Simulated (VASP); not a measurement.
Runs of VASP 6.6.1 on Zn. The structure is that of space group P6_3/mmc (No. 194), or close to it. The cells are those of the table. 

```tsv
task	level	cell	k mesh	cutoff (eV)	smearing	grid for exact exchange (PRECFOCK)	share of exact exchange	screening parameter	gap on the mesh (eV)	pressure (GPa)	relaxed volume (Å³/atom)
single point	PBE-based screened hybrid with 25 % exact exchange	a = 2.670, b = 2.670, c = 4.966 Å, angles 90.0, 90.0, 120.0°, 2 atoms	8 × 8 × 4	400	fermi-dirac 0.025 eV	Normal	0.25	0.3 1/Å	none	(a)	-
single point	r2SCANh+D3(BJ)	a = 2.739, b = 2.739, c = 5.095 Å, angles 90.0, 90.0, 120.0°, 2 atoms	7 × 7 × 4	520	gaussian 0.02 eV	Normal	0.1	-	none	-10.6	-
relaxation of cell and atoms	r2SCAN	relaxed from a = 2.670, b = 2.670, c = 4.966 Å, angles 90.0, 90.0, 120.0°, 2 atoms	11 × 11 × 6	600	fermi-dirac 0.05 eV	-	-	-	none	0.1	14.17
relaxation of cell and atoms	BLYP	relaxed from a = 2.670, b = 2.670, c = 4.966 Å, angles 90.0, 90.0, 120.0°, 2 atoms	11 × 11 × 6	600	fermi-dirac 0.05 eV	-	-	-	none	0.0	18.39
```

Alike in all rows: potentials or basis VASP PAW PBE potentials, release 64 (Zn).

Question: Estimate the missing entries.

Answer: (a) -0.7.

Caveats: some runs use coarse meshes; the PAW data sets were made with another functional, which shifts forces and pressure a little; the volume moved by over 15 % at a fixed basis, so the end points are rough (at least some runs).

A gap of «none» marks levels without a gap at the run's occupations.
